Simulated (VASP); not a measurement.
Wanted: the native input for a VASP 6.6.1 run.

```
Task                   : single point
Functional             : PBE
Potentials or basis    : VASP PAW PBE potentials, release 64 (Cs_sv, Ti_sv)
Cutoff                 : 520 eV
k mesh                 : 6 × 6 × 6
Occupations            : gaussian, width 0.1 eV
Spin                   : no spin polarisation
Dipole correction      : no
Further INCAR settings : ALGO = Normal; EDIFF = 1e-07; NBANDS = 24
```

The structure of CsTi2 lies in POSCAR:

```
CsTi2
1.0
    1.6122953890      0.9308591768      8.6326308103
   -1.6122953890      0.9308591768      8.6326308103
    0.0000000000     -1.8617183537      8.6326308103
Cs Ti
1 2
Direct
    0.0000000000      0.0000000000      0.0000000000
    0.8731806803      0.8731806803      0.8731806803
    0.1268193197      0.1268193197      0.1268193197
```

The input as run:

INCAR

```
ALGO     = Normal         # electronic algorithm
EDIFF    = 1E-7           # SCF threshold, eV
ENCUT    = 520            # plane-wave cutoff, eV
GGA      = PE             # functional
ISIF     = 2              # what is computed and relaxed
ISMEAR   = 0              # smearing method
LASPH    = True           # aspherical terms in the spheres
LCHARG   = False          # write CHGCAR
LREAL    = False          # projectors in reciprocal space
LWAVE    = False          # write WAVECAR
NBANDS   = 24             # bands
NELM     = 100            # most SCF steps
PREC     = Accurate       # precision mode
SIGMA    = 0.1            # smearing width, eV
```

KPOINTS

```
k-points
0
Gamma
  6 6 6
```

Potentials or basis: VASP PAW PBE potentials, release 64 (Cs_sv, Ti_sv).

Run with:

```sh
$ cat potpaw_PBE.64/Cs_sv/POTCAR potpaw_PBE.64/Ti_sv/POTCAR > POTCAR
$ mpirun -np 1 vasp_std > vasp.out
```

Results of the run:

| Quantity | Value |
| --- | --- |
| Pressure | -0.2 GPa |
| Largest force | 0.306 eV/Å |

Caveat: the k points lie up to 0.38 Å⁻¹ apart.

Run time: 9.4 min on 1 thread of AMD EPYC 7R13 Processor (Zen 3), with other jobs on the host, peak memory 0.64 GiB.
